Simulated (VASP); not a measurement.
# AlAs4 in VASP: further runs, part 2 of 2

VASP 6.6.1. Earlier steps stand in the parts before.

### 4 Relaxation of cell and atoms, PBE

This run uses another cell than the first one, of 21.23 Å³/atom.

INCAR

```
SYSTEM = AlAs4
PREC = Accurate
ENCUT = 600
EDIFF = 1E-6
ISMEAR = 0
SIGMA = 0.2
LREAL = .FALSE.
LASPH = .TRUE.
NELM = 60
ALGO = Normal
ISIF = 3
LWAVE = .FALSE.
LCHARG = .FALSE.
GGA = PE
IBRION = 2
NSW = 36
EDIFFG = -0.08
```

KPOINTS

```
regular mesh
0
G
  3 3 3
  0 0 0
```

POSCAR

```
AlAs4
1.0
   -3.6132690200      3.6132690200      4.0644998800
    3.6132690200     -3.6132690200      4.0644998800
    3.6132690200      3.6132690200     -4.0644998800
Al As
2 8
Direct
    0.5000000000      0.0000000000      0.5000000000
    0.0000000000      0.5000000000      0.5000000000
    0.1533516900      0.1533516900      0.3067033900
    0.8466483100      0.8466483100      0.6932966100
    0.1533516900      0.8466483100      0.0000000000
    0.8466483100      0.1533516900      0.0000000000
    0.5000000000      0.5000000000      0.5000000000
    0.0000000000      0.0000000000      0.5000000000
    0.5000000000      0.0000000000      0.0000000000
    0.0000000000      0.5000000000      0.0000000000
```

Potentials or basis: VASP PAW PBE potentials, release 64 (Al, As).

On the command line:

```
$ cat potpaw_PBE.64/Al/POTCAR potpaw_PBE.64/As/POTCAR > POTCAR
$ mpirun -np 1 vasp_std > vasp.out
```

OUTCAR:

```text
SYSTEM = AlAs4
   PREC = Accurate
   ENCUT = 600
   EDIFF = 1E-6
   ISMEAR = 0
   LREAL = .FALSE.
   LASPH = .TRUE.
   NELM = 60
   ISIF = 3
   GGA = PE
   IBRION = 2
   NSW = 36
   EDIFFG = -0.08

 ion  position               nearest neighbor table
   1  0.500  0.000  0.500-   3 2.74   4 2.74   6 2.74   5 2.74
   2  0.000  0.500  0.500-   3 2.74   4 2.74   5 2.74   6 2.74
   3  0.153  0.153  0.307-   5 2.22   6 2.22   8 2.26   7 2.26   1 2.74   2 2.74
   4  0.847  0.847  0.693-   5 2.22   6 2.22   8 2.26   7 2.26   1 2.74   2 2.74
   5  0.153  0.847  0.000-   3 2.22   4 2.22   9 2.26  10 2.26   1 2.74   2 2.74
   6  0.847  0.153  0.000-   3 2.22   4 2.22   9 2.26  10 2.26   2 2.74   1 2.74
   7  0.500  0.500  0.500-   3 2.26   4 2.26
   8  0.000  0.000  0.500-   3 2.26   4 2.26
   9  0.500  0.000  0.000-   5 2.26   6 2.26
  10  0.000  0.500  0.000-   5 2.26   6 2.26

  LATTYP: Found a body centered tetragonal cell.
 ALAT       =     7.2265380400
 C/A-ratio  =     1.1248816121

  Lattice vectors:

 A1 = (  -3.6132690200,   3.6132690200,   4.0644998800)
 A2 = (   3.6132690200,  -3.6132690200,   4.0644998800)
 A3 = (   3.6132690200,   3.6132690200,  -4.0644998800)

Analysis of symmetry for initial positions (statically):
=====================================================================
 Subroutine PRICEL returns:
 Original cell was already a primitive cell.

 Routine SETGRP: Setting up the symmetry group for a
 body centered tetragonal supercell.

 Subroutine GETGRP returns: Found 16 space group operations
 (whereof 16 operations were pure point group operations)
 out of a pool of 16 trial point group operations.

The static configuration has the point symmetry D_4h.

Analysis of symmetry for dynamics (positions and initial velocities):
=====================================================================
 Subroutine PRICEL returns:
 Original cell was already a primitive cell.

 Routine SETGRP: Setting up the symmetry group for a
 body centered tetragonal supercell.

 Subroutine GETGRP returns: Found 16 space group operations
[... 138 lines left out ...]
   NGX = 27   NGY = 27   NGZ = 27

--------------------------------------- Ionic step        1  -------------------------------------------

 number of electron      45.9999999 magnetization

 Free energy of the ion-electron system (eV)
  ---------------------------------------------------
  ext. energy  EPLUGINS =         0.00000000
  ---------------------------------------------------
  free energy    TOTEN  =       -32.76957323 eV

  energy without entropy =      -32.64740985  energy(sigma->0) =      -32.70849154

------------------------ aborting loop because EDIFF is reached ----------------------------------------

  FORCE on cell =-STRESS in cart. coord.  units (eV):
  Direction    XX          YY          ZZ          XY          YZ          ZX
  --------------------------------------------------------------------------------------
  -------------------------------------------------------------------------------------
  Total       27.6050887     27.6050887     48.2027314      0.0000000      0.0000000      0.0000000
  in kB      208.3684824    208.3684824    363.8434237      0.0000000      0.0000000      0.0000000
  external PRESSURE =     260.1934629 kB  Pullay stress =       0.0000000 kB
[... 113 lines left out ...]
  FREE ENERGIE OF THE ION-ELECTRON SYSTEM (eV)
  ---------------------------------------------------
  free  energy   TOTEN  =       -38.1500502126 eV

  energy  without entropy=      -38.0110592909  energy(sigma->0) =      -38.08055475

 E-fermi :   5.0967     XC(G=0):  -9.6447

 val. band max:        4.9863504394   @ k =   0.0000   0.0000   0.0000
 cond. band min:       5.1110074456   @ k =  -0.3333  -0.3333   0.3333
 fundamental gap:      0.1246570062
 Fermi energy:         5.0966907694

 k-point     1 :       0.0000    0.0000    0.0000
  band No.  band energies     occupation
      1      -9.4332      2.00000
      2      -6.8861      2.00000
      3      -6.8861      2.00000
      4      -6.1339      2.00000
      5      -5.5212      2.00000
      6      -5.5212      2.00000
[... 181 lines left out ...]
     28       7.6436      0.00000
     29       7.6436      0.00000

[... ionic steps 4 to 17 ...]

--------------------------------------- Ionic step       18  -------------------------------------------

 number of electron      45.9999999 magnetization

------------------------ aborting loop because EDIFF is reached ----------------------------------------
[... 83 lines left out ...]
--------------------------------------- Ionic step       20  -------------------------------------------

 number of electron      46.0000000 magnetization

 Free energy of the ion-electron system (eV)
  ---------------------------------------------------
  ext. energy  EPLUGINS =         0.00000000
  ---------------------------------------------------
  free energy    TOTEN  =       -39.84839469 eV

  energy without entropy =      -39.74974537  energy(sigma->0) =      -39.79907003

 E-fermi :   3.9615     XC(G=0):  -9.1586

 val. band max:        3.8416766603   @ k =   0.0000   0.0000   0.0000
 cond. band min:       4.0312571173   @ k =  -0.3333  -0.3333   0.3333
 fundamental gap:      0.1895804570
 Fermi energy:         3.9614522402

 k-point     1 :       0.0000    0.0000    0.0000
  band No.  band energies     occupation
      1      -9.7781      2.00000
      2      -7.5883      2.00000
      3      -7.5883      2.00000
      4      -7.0383      2.00000
      5      -6.6308      2.00000
      6      -6.6308      2.00000
[... 218 lines left out ...]
  FREE ENERGIE OF THE ION-ELECTRON SYSTEM (eV)
  ---------------------------------------------------
  free  energy   TOTEN  =       -39.8483946900 eV

  energy  without entropy=      -39.7497453742  energy(sigma->0) =      -39.79907003

 reached required accuracy - stopping structural energy minimisation
```

OSZICAR:

```text
N       E                     dE             d eps       ncg     rms          rms(c)
DAV:   1     0.232106995067E+03    0.23211E+03   -0.19808E+04   348   0.148E+03
DAV:   2    -0.123743141655E+02   -0.24448E+03   -0.23677E+03   436   0.215E+02
DAV:   3    -0.326073685498E+02   -0.20233E+02   -0.19440E+02   448   0.598E+01
[... 221 lines left out ...]
DAV:   4    -0.398483778071E+02    0.11632E-02   -0.26817E-03   416   0.222E-01    0.340E-02
DAV:   5    -0.398483898343E+02   -0.12027E-04   -0.35037E-04   399   0.793E-02    0.182E-02
DAV:   6    -0.398483918224E+02   -0.19881E-05   -0.22054E-05   467   0.207E-02    0.109E-02
DAV:   7    -0.398483940700E+02   -0.22476E-05   -0.47079E-06   383   0.986E-03    0.366E-03
DAV:   8    -0.398483946900E+02   -0.62007E-06   -0.75726E-07   204   0.410E-03
  20 F= -.39848395E+02 E0= -.39799070E+02  d E =-.283000E-01
```

CONTCAR:

```text
AlAs4
   1.00000000000000
    -3.3953502766032173    3.3953502766032173    5.3176463768126121
     3.3953502766032173   -3.3953502766032173    5.3176463768126121
     3.3953502766032173    3.3953502766032173   -5.3176463768126121
  Al              As
     2     8
Direct
     0.5000000000000000    0.0000000000000000    0.5000000000000000
     0.0000000000000000    0.5000000000000000    0.5000000000000000
     0.2101018468884283    0.2101018468884283    0.4202037037768573
     0.7898981531115716    0.7898981531115717    0.5797962962231427
     0.2101018468884283    0.7898981531115716    0.0000000000000000
     0.7898981531115716    0.2101018468884283    0.0000000000000000
     0.5000000000000000    0.5000000000000000    0.5000000000000000
     0.0000000000000000    0.0000000000000000    0.5000000000000000
     0.5000000000000000    0.0000000000000000    0.0000000000000000
     0.0000000000000000    0.5000000000000000    0.0000000000000000

  0.00000000E+00  0.00000000E+00  0.00000000E+00
  0.00000000E+00  0.00000000E+00  0.00000000E+00
  0.00000000E+00  0.00000000E+00  0.00000000E+00
  0.00000000E+00  0.00000000E+00  0.00000000E+00
  0.00000000E+00  0.00000000E+00  0.00000000E+00
  0.00000000E+00  0.00000000E+00  0.00000000E+00
  0.00000000E+00  0.00000000E+00  0.00000000E+00
  0.00000000E+00  0.00000000E+00  0.00000000E+00
  0.00000000E+00  0.00000000E+00  0.00000000E+00
  0.00000000E+00  0.00000000E+00  0.00000000E+00
```

Run time: 19 min. Hardware: 1 thread of AMD EPYC 7R43 (Zen 3), shared host; peak memory 0.37 GiB.

Results:

- Free energy: -39.8484 eV
- Relaxed volume: 24.52 Å³/atom
- Relaxed cell: a = 7.165 Å, b = 7.165 Å, c = 7.165 Å, α = 123.43°, β = 123.43°, γ = 84.16°
- Space group after relaxing (to 0.1 Å): I4/mmm (No. 139)
- Energy gained by relaxing: 707.9 meV/atom
- Ionic steps: 20
- Pressure after relaxing: -0.1 GPa
- Largest force after relaxing: 0.016 eV/Å
- Band gap on the k mesh: zero (bands 23 and 24 overlap by 0.60 eV)

Forces on the atoms (eV/Å):
```
Al   0.000  0.000  0.000
Al   0.000  0.000  0.000
As   0.011  0.011  0.000
As  -0.011 -0.011  0.000
As  -0.011  0.011  0.000
As   0.011 -0.011  0.000
As   0.000  0.000  0.000
As   0.000  0.000  0.000
As   0.000  0.000  0.000
As   0.000  0.000  0.000
```

Stress tensor (GPa, compression positive):
```
-0.33  0.00  0.00
 0.00 -0.33  0.00
 0.00  0.00  0.26
```

Step by step:
| step | energy change (eV) | largest force (eV/Å) | pressure (GPa) | volume (Å³) |
| --- | --- | --- | --- | --- |
| 1 | 0.0000 | 3.3021 | 26.02 | 212.26 |
| 2 | -4.2994 | 0.0530 | -5.84 | 335.94 |
| 3 | -5.3805 | 0.4651 | -0.62 | 283.81 |
| 4 | -5.3814 | 0.4380 | -0.91 | 285.69 |
| 5 | -5.5931 | 0.6360 | -1.01 | 281.29 |
| 6 | -6.0594 | 1.4117 | -0.72 | 267.19 |
| 7 | -5.6383 | 2.6257 | 5.03 | 235.54 |
| 8 | -6.0613 | 1.8043 | -0.07 | 260.34 |
| 9 | -6.1744 | 1.6890 | -0.12 | 258.55 |
| 10 | -6.4674 | 1.3518 | 0.04 | 253.12 |
| 11 | -6.8206 | 0.9542 | 1.32 | 241.97 |
| 12 | -5.5983 | 0.0705 | 9.33 | 218.69 |
| 13 | -6.7695 | 1.0252 | 1.94 | 239.56 |
| 14 | -6.9360 | 0.6732 | 0.69 | 243.64 |
| 15 | -7.0192 | 0.2912 | -0.76 | 249.42 |
| 16 | -7.0197 | 0.2722 | -0.84 | 249.78 |
| 17 | -7.0375 | 0.2313 | -0.41 | 247.67 |
| 18 | -7.0505 | 0.1661 | 0.42 | 243.80 |
| 19 | -7.0611 | 0.1228 | 0.28 | 244.16 |
| 20 | -7.0788 | 0.0160 | -0.13 | 245.22 |

Final structure:
```
Al As
1.0
    -3.39535    3.39535    5.31765
     3.39535   -3.39535    5.31765
     3.39535    3.39535   -5.31765
Al As
2 8
Direct
  0.50000 0.00000 0.50000
  0.00000 0.50000 0.50000
  0.21010 0.21010 0.42020
  0.78990 0.78990 0.57980
  0.21010 0.78990 0.00000
  0.78990 0.21010 0.00000
  0.50000 0.50000 0.50000
  0.00000 0.00000 0.50000
  0.50000 0.00000 0.00000
  0.00000 0.50000 0.00000
```

Caveat: the k points lie up to 0.37 Å⁻¹ apart in the final cell, too coarse for converged energies and pressures of a metal; the volume moved by over 15 % at a fixed basis, so the end points are rough; semilocal functionals underestimate gaps, so a narrow gap can read as zero.

### 5 The runs side by side

| task | cell | cutoff (eV) | gap on the mesh (eV) | pressure (GPa) | largest force (eV/Å) |
| --- | --- | --- | --- | --- | --- |
| single point | a = 7.302, b = 7.302, c = 4.286 Å, 10 atoms, atomic positions A | 520 | none | 0.4 | 0.06 |
| single point | a = 7.190 Å, angles 124.3, 124.3, 82.6°, 10 atoms, atomic positions B | 520 | none | 0.2 | 0.04 |
| relaxation of cell and atoms | relaxed from a = 6.529 Å, angles 112.8, 112.8, 103.0°, 10 atoms, atomic positions C | 600 | none | -0.1 | 0.02 |

Alike in all rows: level PBE; potentials or basis VASP PAW PBE potentials, release 64 (Al, As); no spin polarisation; k mesh 3 × 3 × 3; smearing gaussian 0.2 eV.

Caveats: all runs use coarse meshes; semilocal functionals underestimate gaps, so a narrow gap can read as zero (at least some runs); the volume moved by over 15 % at a fixed basis, so the end points are rough (at least some runs).

Absolute energies hang on the potentials; compare differences alone.
